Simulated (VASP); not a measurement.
Input of a VASP 6.6.1 run:

INCAR

```
SYSTEM = Ca
PREC = Accurate
ENCUT = 520
EDIFF = 1E-7
ISMEAR = 0
SIGMA = 0.15
LREAL = .False.
LASPH = .True.
NELM = 100
ALGO = Fast
ISIF = 2
LWAVE = .False.
LCHARG = .True.
LELF = .True.
LVHAR = .True.
NBANDS = 11
```

File KPOINTS:

```
Automatic mesh
0
Gamma
  14 14 14
  0 0 0
```

POSCAR

```
Ca
1.0
    3.5758727485      0.0000000000      0.0000000000
    0.0000000000      3.5758727485      0.0000000000
    0.0000000000      0.0000000000      3.6630891570
Ca
1
Direct
    0.0000000000      0.0000000000      0.0000000000
```

Potentials or basis: VASP PAW LDA potentials, release 64 (Ca_sv).

Launch:

```bash
$ cat potpaw_LDA.64/Ca_sv/POTCAR > POTCAR
$ mpirun -np 1 vasp_std > vasp.out
```

Problem. Estimate the pressure.

Solution. -1.9 GPa.

Problem. Estimate the band gap on the k mesh.

Solution. Zero (band 5 reaches 1.91 eV, above the bottom of band 6 at 0.78 eV).

Stress tensor (GPa, compression positive):
```
-1.61  0.00  0.00
 0.00 -1.61  0.00
 0.00  0.00 -2.46
```

Caveat: the cell differs from its parent crystal (strain +0.025 along x and y, +0.050 along z).
